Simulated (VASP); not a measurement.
# TiB (F-43m) in VASP: further runs

TiB is run at these levels: LDA; tasks: single point, relaxation of cell and atoms.

All numbers are computed with VASP 6.6.1; they aren't measurements. Logs are shortened: lines on timing, memory, paths and dates and some standing lists are left out, and cuts for length are marked.

**1. The cell of the first run**

Symmetry: F-43m, No. 216, cubic system. Conventional cell: a = 4.864 Å, b = 4.864 Å, c = 4.864 Å, α = 90.00°, β = 90.00°, γ = 90.00°. Within 2.8 Å of Ti (site symmetry -43m) lie 4 B at 2.11 Å. B (site symmetry -43m) has 4 Ti at 2.11 Å within 2.8 Å.

**2. Single point, LDA**

INCAR reads:

```
SYSTEM = TiB
ALGO = Normal
EDIFF = 1E-6
ENCUT = 520
ISIF = 2
ISMEAR = -1
LASPH = .TRUE.
LCHARG = .FALSE.
LREAL = .FALSE.
LWAVE = .FALSE.
NBANDS = 14
NELM = 100
PREC = Accurate
SIGMA = 0.15
```

KPOINTS reads:

```
k-points
0
G
  16 16 16
  0 0 0
```

POSCAR reads:

```
TiB
1.0
    0.0000000000      2.4318928488      2.4318928488
    2.4318928488      0.0000000000      2.4318928488
    2.4318928488      2.4318928488      0.0000000000
Ti B
1 1
Direct
    0.7500000000      0.7500000000      0.7500000000
    0.0000000000      0.0000000000      0.0000000000
```

Potentials or basis: VASP PAW LDA potentials, release 64 (Ti_sv, B).

The run is started by

```bash
$ cat potpaw_LDA.64/Ti_sv/POTCAR potpaw_LDA.64/B/POTCAR > POTCAR
$ mpirun -np 1 vasp_std > vasp.out
```

OUTCAR:

```text
SYSTEM = TiB
   EDIFF = 1E-6
   ENCUT = 520
   ISIF = 2
   ISMEAR = -1
   LASPH = .TRUE.
   LREAL = .FALSE.
   NELM = 100
   PREC = Accurate

 ion  position               nearest neighbor table
   1  0.750  0.750  0.750-   2 2.11   2 2.11   2 2.11   2 2.11
   2  0.000  0.000  0.000-   1 2.11   1 2.11   1 2.11   1 2.11

  LATTYP: Found a face centered cubic cell.
 ALAT       =     4.8637856976

  Lattice vectors:

 A1 = (   0.0000000000,   2.4318928488,   2.4318928488)
 A2 = (   2.4318928488,   0.0000000000,   2.4318928488)
 A3 = (   2.4318928488,   2.4318928488,   0.0000000000)

Analysis of symmetry for initial positions (statically):
=====================================================================
 Subroutine PRICEL returns:
 Original cell was already a primitive cell.

 Routine SETGRP: Setting up the symmetry group for a
 face centered cubic supercell.

 Subroutine GETGRP returns: Found 24 space group operations
 (whereof 24 operations were pure point group operations)
 out of a pool of 48 trial point group operations.

The static configuration has the point symmetry T_d .

Analysis of symmetry for dynamics (positions and initial velocities):
=====================================================================
 Subroutine PRICEL returns:
 Original cell was already a primitive cell.

 Routine SETGRP: Setting up the symmetry group for a
 face centered cubic supercell.

 Subroutine GETGRP returns: Found 24 space group operations
 (whereof 24 operations were pure point group operations)
 out of a pool of 48 trial point group operations.

The dynamic configuration has the point symmetry T_d .

 Subroutine INISYM returns: Found 24 space group operations
 (whereof 24 operations are pure point group operations),
 and found     1 'primitive' translations

----------------------------------------------------------------------------------------

                                     Primitive cell

  volume of cell :      28.7649

  direct lattice vectors                    reciprocal lattice vectors
     0.000000000  2.431892849  2.431892849    -0.205601164  0.205601164  0.205601164
     2.431892849  0.000000000  2.431892849     0.205601164 -0.205601164  0.205601164
     2.431892849  2.431892849  0.000000000     0.205601164  0.205601164 -0.205601164

  length of vectors
     3.439215849  3.439215849  3.439215849     0.356111662  0.356111662  0.356111662

  position of ions in fractional coordinates (direct lattice)
     0.750000000  0.750000000  0.750000000
     0.000000000  0.000000000  0.000000000

  ion indices of the primitive-cell ions
   primitive index   ion index
                 1           1
                 2           2

----------------------------------------------------------------------------------------

 KPOINTS: k-points

Automatic generation of k-mesh.
 Grid dimensions read from file:
 generate k-points for:   16   16   16

 Generating k-lattice:

  Cartesian coordinates                     Fractional coordinates (reciprocal lattice)
    -0.012850073  0.012850073  0.012850073     0.062500000  0.000000000  0.000000000
     0.012850073 -0.012850073  0.012850073     0.000000000  0.062500000  0.000000000
     0.012850073  0.012850073 -0.012850073     0.000000000  0.000000000  0.062500000

  Length of vectors
     0.022256979  0.022256979  0.022256979

  Shift w.r.t. Gamma in fractional coordinates (k-lattice)
     0.000000000  0.000000000  0.000000000

 Subroutine IBZKPT returns following result:
 ===========================================

 Found    145 irreducible k-points:

 Following reciprocal coordinates:
            Coordinates               Weight
  0.000000  0.000000  0.000000      1.000000
  0.062500  0.000000  0.000000      8.000000
  0.125000  0.000000  0.000000      8.000000
  0.187500  0.000000  0.000000      8.000000
  0.250000  0.000000  0.000000      8.000000
  0.312500  0.000000  0.000000      8.000000
[... 16 lines left out ...]
 -0.125000  0.062500  0.000000     24.000000
 -0.062500  0.062500  0.000000     12.000000
 [... further k-points ...]
   k-points           NKPTS =    145   k-points in BZ     NKDIM =    145   number of bands    NBANDS=     14
   number of dos      NEDOS =    301   number of ions     NIONS =      2
   total plane-waves  NPLWV =  21952
   dimension x,y,z NGX =    28 NGY =   28 NGZ =   28
   dimension x,y,z NGXF=    56 NGYF=   56 NGZF=   56
   ions per type =               1   1
   NGX,Y,Z   is equivalent  to a cutoff of  13.53, 13.53, 13.53 a.u.
   NGXF,Y,Z  is equivalent  to a cutoff of  27.07, 27.07, 27.07 a.u.
 SYSTEM =  TiB
   PREC   = accura    normal or accurate (medium, high low for compatibility)
   ISTART =      0    job   : 0-new  1-cont  2-samecut
   ICHARG =      2    charge: 1-file 2-atom 10-const
   ISPIN  =      1    spin polarized calculation?
   LNONCOLLINEAR =      F non collinear calculations
   LSORBIT =      F    spin-orbit coupling
   LASPH  =      T    aspherical Exc in radial PAW
   ENCUT  =  520.0 eV  38.22 Ry    6.18 a.u.   6.39  6.39  6.39*2*pi/ulx,y,z
   NELM   =    100;   NELMIN=  2; NELMDL= -5     # of ELM steps
   EDIFF  = 0.1E-05   stopping-criterion for ELM
   LREAL  =      F    real-space projection
   EDIFFG = 0.1E-04   stopping-criterion for IOM
   NSW    =      0    number of steps for IOM
   IBRION =     -1    ionic relax: 0-MD 1-quasi-New 2-CG
   NFREE  =      0    steps in history (QN), initial steepest desc. (CG)
   ISIF   =      2    stress and relaxation
   ISYM   =      2    0-nonsym 1-usesym 2-fastsym
   POTIM  = 0.5000    time-step for ionic-motion
   TEBEG  =    0.0;   TEEND  =   0.0 temperature during run
   PSTRESS=    0.0 pullay stress
   NELECT =      15.0000    total number of electrons
   NUPDOWN=      -1.0000    fix difference up-down
   EMIN   =  10.00;   EMAX   =-10.00  energy-range for DOS
   EFERMI =   0.00;   METHOD = LEGACY
   ISMEAR =    -1;   SIGMA  =   0.15  broadening in eV -4-tet -1-fermi 0-gaus
   EFERMI_NEDOS =   21; number of points for ismear=-14 and -15
   IALGO  =     38    algorithm
   IMIX   =      4    mixing-type and parameters
     AMIX     =   0.40;   BMIX     =  1.00
     AMIX_MAG =   1.60;   BMIX_MAG =  1.00
  volume/ion in A,a.u.               =      14.38        97.06
  Fermi-wavevector in a.u.,A,eV,Ry     =   1.317703  2.490097 23.624351  1.736341
  Thomas-Fermi vector in A             =   2.447725
   LORBIT       =      0    0 simple, 1 ext, 2 COOP (PROOUT), +10 PAW based schemes
   GGA     = CA    functional components
   LHFCALC =     F    Hartree Fock is set to
   AEXX    =    0.0000 exact exchange contribution
   IVDW    =     0    specifies the selected vdW correction
   LEPSILON=     F    determine dielectric tensor
   LRPA    =     F    only Hartree local field effects (RPA)
 non-spin polarized calculation
  energy-cutoff  :      520.00
  volume of cell :       28.76
 maximum number of plane-waves:       787
 NGX is ok and might be reduce to    28
   NGX = 13   NGY = 13   NGZ = 13

 number of electron      14.9999996 magnetization

 Free energy of the ion-electron system (eV)
  ---------------------------------------------------
  ext. energy  EPLUGINS =         0.00000000
  ---------------------------------------------------
  free energy    TOTEN  =       -14.49284190 eV

  energy without entropy =      -14.36752754  energy(sigma->0) =      -14.43018472

 E-fermi :   4.9421     XC(G=0): -10.9353

 val. band max:        4.9386835781   @ k =   0.5000   0.2500   0.0000
 cond. band min:       4.9608403172   @ k =  -0.3125   0.3125   0.0000
 fundamental gap:      0.0221567390
 Fermi energy:         4.9420784695

 k-point     1 :       0.0000    0.0000    0.0000
  band No.  band energies     occupation
      1     -50.4059      2.00000
      2     -27.0035      2.00000
      3     -27.0035      2.00000
      4     -27.0035      2.00000
      5      -2.8598      2.00000
      6       3.8531      1.99859
      7       3.8531      1.99859
      8       3.8531      1.99859
      9       7.1102      0.00000
     10       7.1102      0.00000
     11      13.5445      0.00000
     12      13.7608      0.00000
     13      13.7608      0.00000
     14      13.7608      0.00000

 k-point     2 :       0.0625    0.0000    0.0000
  band No.  band energies     occupation
      1     -50.4053      2.00000
      2     -27.0098      2.00000
      3     -27.0044      2.00000
      4     -27.0044      2.00000
      5      -2.7907      2.00000
      6       3.8010      1.99901
      7       3.8813      1.99830
      8       3.8813      1.99830
      9       7.0896      0.00000
     10       7.0896      0.00000
     11      13.4582      0.00000
     12      13.7144      0.00000
     13      13.7144      0.00000
     14      13.7586      0.00000

 k-point     3 :       0.1250    0.0000    0.0000
  band No.  band energies     occupation
      1     -50.4035      2.00000
      2     -27.0277      2.00000
      3     -27.0072      2.00000
      4     -27.0072      2.00000
      5      -2.5879      2.00000
      6       3.6569      1.99962
      7       3.9590      1.99716
      8       3.9590      1.99716
      9       7.0427      0.00000
     10       7.0427      0.00000
     11      12.8760      0.00000
     12      13.5687      0.00000
     13      13.5687      0.00000
     14      14.1001      0.00000
[... 324 lines left out ...]
 k-point    23 :      -0.1250    0.0625    0.0000
  band No.  band energies     occupation
      1     -50.4021      2.00000
      2     -27.0383      2.00000
      3     -27.0135      2.00000
      4     -27.0073      2.00000
      5      -2.4339      2.00000
      6       3.5590      1.99980
      7       4.0133      1.99592
      8       4.0147      1.99588
      9       6.9140      0.00000
     10       7.1148      0.00000
     11      12.6011      0.00000
     12      13.0970      0.00000
     13      13.6198      0.00000
     14      14.3656      0.00000

 k-point    24 :      -0.0625    0.0625    0.0000
  band No.  band energies     occupation
      1     -50.4043      2.00000
      2     -27.0186      2.00000
      3     -27.0084      2.00000
      4     -27.0049      2.00000
      5      -2.6770      2.00000
      6       3.7175      1.99943
      7       3.9244      1.99774
      8       3.9304      1.99765
      9       7.0062      0.00000
     10       7.1124      0.00000
     11      13.2799      0.00000
     12      13.3758      0.00000
     13      13.7291      0.00000
     14      13.9551      0.00000

 [... further k-points ...]

------------------------ aborting loop because EDIFF is reached ----------------------------------------

  FORCE on cell =-STRESS in cart. coord.  units (eV):
  Direction    XX          YY          ZZ          XY          YZ          ZX
  --------------------------------------------------------------------------------------
  -------------------------------------------------------------------------------------
  Total        0.0203780      0.0203780      0.0203780     -0.0000000      0.0000000     -0.0000000
  in kB        1.1350341      1.1350341      1.1350341     -0.0000000      0.0000000     -0.0000000
  external PRESSURE =       1.1350341 kB  Pullay stress =       0.0000000 kB

 VOLUME and BASIS-vectors are now :
 -----------------------------------------------------------------------------
  energy-cutoff  :      520.00
  volume of cell :       28.76
      direct lattice vectors                 reciprocal lattice vectors
     0.000000000  2.431892849  2.431892849    -0.205601164  0.205601164  0.205601164
     2.431892849  0.000000000  2.431892849     0.205601164 -0.205601164  0.205601164
     2.431892849  2.431892849  0.000000000     0.205601164  0.205601164 -0.205601164

 POSITION                                       TOTAL-FORCE (eV/Angst)
 -----------------------------------------------------------------------------------
      3.64784      3.64784      3.64784         0.000000     -0.000000     -0.000000
      0.00000      0.00000      0.00000        -0.000000      0.000000      0.000000
 -----------------------------------------------------------------------------------
    total drift:                                0.000001      0.000001      0.000001

  FREE ENERGIE OF THE ION-ELECTRON SYSTEM (eV)
  ---------------------------------------------------
  free  energy   TOTEN  =       -14.4928418953 eV

  energy  without entropy=      -14.3675275434  energy(sigma->0) =      -14.43018472
```

Wall time 36 s (1 thread of Intel Xeon Platinum 8488C (Sapphire Rapids), shared host); peak memory 0.18 GiB.

Results:

```
Free energy            : -14.4928 eV
Pressure               : 0.1 GPa
Band gap on the k mesh : zero (an odd number of electrons rules out a gap without spin polarisation)
```

Caveat: an odd number of electrons without spin polarisation forces a metal; a magnetic or distorted state may lie lower.

**3. Relaxation of cell and atoms, LDA**

This run uses another cell than the first one, of 14.33 Å³/atom.

INCAR reads:

```
SYSTEM = TiB
ALGO = Normal
EDIFF = 1E-7
EDIFFG = -0.001
ENCUT = 600
IBRION = 2
ISIF = 3
ISMEAR = -1
LASPH = .TRUE.
LCHARG = .FALSE.
LREAL = .FALSE.
LWAVE = .FALSE.
NELM = 80
NSW = 80
PREC = Accurate
SIGMA = 0.15
```

KPOINTS is that of step 2.

POSCAR reads:

```
TiB
1.0
    0.0000000000      2.4288230800      2.4288230800
    2.4288230800      0.0000000000      2.4288230800
    2.4288230800      2.4288230800      0.0000000000
Ti B
1 1
Direct
    0.7500000000      0.7500000000      0.7500000000
    0.0000000000      0.0000000000      0.0000000000
```

Potentials or basis: VASP PAW LDA potentials, release 64 (Ti_sv, B).

The run is started by

```bash
$ cat potpaw_LDA.64/Ti_sv/POTCAR potpaw_LDA.64/B/POTCAR > POTCAR
$ mpirun -np 1 vasp_std > vasp.out
```

OUTCAR:

```text
SYSTEM = TiB
   EDIFF = 1E-7
   EDIFFG = -0.001
   ENCUT = 600
   IBRION = 2
   ISIF = 3
   ISMEAR = -1
   LASPH = .TRUE.
   LREAL = .FALSE.
   NELM = 80
   NSW = 80
   PREC = Accurate

 ion  position               nearest neighbor table
   1  0.750  0.750  0.750-   2 2.10   2 2.10   2 2.10   2 2.10
   2  0.000  0.000  0.000-   1 2.10   1 2.10   1 2.10   1 2.10

  LATTYP: Found a face centered cubic cell.
 ALAT       =     4.8576461600

  Lattice vectors:

 A1 = (   0.0000000000,   2.4288230800,   2.4288230800)
 A2 = (   2.4288230800,   0.0000000000,   2.4288230800)
 A3 = (   2.4288230800,   2.4288230800,   0.0000000000)

Analysis of symmetry for initial positions (statically):
=====================================================================
 Subroutine PRICEL returns:
[... 256 lines left out ...]
 cond. band min:       4.9475373964   @ k =  -0.3125   0.3125   0.0000
 fundamental gap:      0.0221642599
 Fermi energy:         4.9288931641

 k-point     1 :       0.0000    0.0000    0.0000
  band No.  band energies     occupation
      1     -50.4238      2.00000
      2     -27.0217      2.00000
      3     -27.0217      2.00000
      4     -27.0217      2.00000
      5      -2.8677      2.00000
      6       3.8420      1.99857
      7       3.8420      1.99857
      8       3.8420      1.99857
      9       7.0931      0.00000
     10       7.0931      0.00000
     11      13.5198      0.00000
[... 309 lines left out ...]
 k-point    24 :      -0.0625    0.0625    0.0000
  band No.  band energies     occupation
      1     -50.4221      2.00000
      2     -27.0367      2.00000
      3     -27.0265      2.00000
      4     -27.0231      2.00000
      5      -2.6853      2.00000
      6       3.7066      1.99942
      7       3.9132      1.99771
      8       3.9191      1.99762
      9       6.9895      0.00000
     10       7.0953      0.00000
     11      13.2536      0.00000

 [... further k-points ...]
[... 5 lines left out ...]
  --------------------------------------------------------------------------------------
  -------------------------------------------------------------------------------------
  Total       -0.0004028     -0.0004028     -0.0004028      0.0000000      0.0000000      0.0000000
  in kB       -0.0223985     -0.0223985     -0.0223985      0.0000000      0.0000000      0.0000000
  external PRESSURE =      -0.0223985 kB  Pullay stress =       0.0000000 kB
[... 17 lines left out ...]
  FREE ENERGIE OF THE ION-ELECTRON SYSTEM (eV)
  ---------------------------------------------------
  free  energy   TOTEN  =       -14.4930409684 eV

  energy  without entropy=      -14.3674640632  energy(sigma->0) =      -14.43025252

 reached required accuracy - stopping structural energy minimisation
```

OSZICAR:

```text
N       E                     dE             d eps       ncg     rms          rms(c)
DAV:   1     0.110679016451E+03    0.11068E+03   -0.89175E+03  3190   0.164E+03
DAV:   2    -0.621440083263E+01   -0.11689E+03   -0.11382E+03  3217   0.372E+02
DAV:   3    -0.177060094757E+02   -0.11492E+02   -0.11041E+02  5728   0.105E+02
[... 28 lines left out ...]
DAV:   5    -0.144930360214E+02   -0.22671E-04   -0.32144E-05  4033   0.490E-02    0.547E-03
DAV:   6    -0.144930402370E+02   -0.42156E-05   -0.18034E-05  4681   0.217E-02    0.574E-03
DAV:   7    -0.144930404949E+02   -0.25795E-06   -0.83120E-06  3388   0.355E-02    0.116E-02
DAV:   8    -0.144930409471E+02   -0.45221E-06   -0.28916E-06  3304   0.240E-02    0.590E-04
DAV:   9    -0.144930409684E+02   -0.21289E-07   -0.52398E-08  2213   0.290E-03
   3 F= -.14493041E+02 E0= -.14430253E+02  d E =-.287583E-03
```

CONTCAR:

```text
TiB
   1.00000000000000
     0.0000000000000000    2.4331724703131750    2.4331724703131750
     2.4331724703131750    0.0000000000000000    2.4331724703131750
     2.4331724703131750    2.4331724703131750    0.0000000000000000
  Ti              B
     1     1
Direct
     0.7500000000000000    0.7500000000000000    0.7500000000000000
     0.0000000000000000    0.0000000000000000    0.0000000000000000

  0.00000000E+00  0.00000000E+00  0.00000000E+00
  0.00000000E+00  0.00000000E+00  0.00000000E+00
```

Run time: 70 s. Hardware: 1 thread of Intel Xeon Platinum 8488C (Sapphire Rapids), shared host; peak memory 0.19 GiB.

What came out:

```
Free energy                           : -14.4930 eV
Relaxed volume                        : 14.41 Å³/atom
Relaxed cell                          : a = 3.441 Å, b = 3.441 Å, c = 3.441 Å, α = 60.00°, β = 60.00°, γ = 60.00°
Space group after relaxing (to 0.1 Å) : F-43m (No. 216)
Energy gained by relaxing             : 0.1 meV/atom
Ionic steps                           : 3
Pressure after relaxing               : 0.0 GPa
Band gap on the k mesh                : zero (an odd number of electrons rules out a gap without spin polarisation)
```

Step by step:
| step | energy change (eV) | largest force (eV/Å) | pressure (GPa) | volume (Å³) |
| --- | --- | --- | --- | --- |
| 1 | 0.0000 | 0.0000 | 0.59 | 28.66 |
| 2 | -0.0002 | 0.0000 | -0.26 | 28.88 |
| 3 | -0.0003 | 0.0000 | 0.00 | 28.81 |

Final structure:
```
Ti B
1.0
     0.00000    2.43317    2.43317
     2.43317    0.00000    2.43317
     2.43317    2.43317    0.00000
Ti B
1 1
Cartesian
  3.6498 3.6498 3.6498
  0.0000 0.0000 0.0000
```

Levels at points of the mesh, in eV from the Fermi level:
```
           k point  band 4  band 5  band 6  band 7  band 8  band 9  band 10  band 11
(0.00, 0.00, 0.00)  -31.95   -7.80   -1.09   -1.09   -1.09    2.16     2.16     8.59
(0.50, 0.00, 0.00)  -31.98   -5.37   -2.35   -0.64   -0.64    2.62     2.62     3.40
(0.50, 0.50, 0.00)  -32.01   -4.50   -2.98    0.64    0.93    0.93     2.91     3.93
```

Caveat: an odd number of electrons without spin polarisation forces a metal; a magnetic or distorted state may lie lower.

The gap in the log of VASP goes by the Fermi energy; the results here count the filled bands.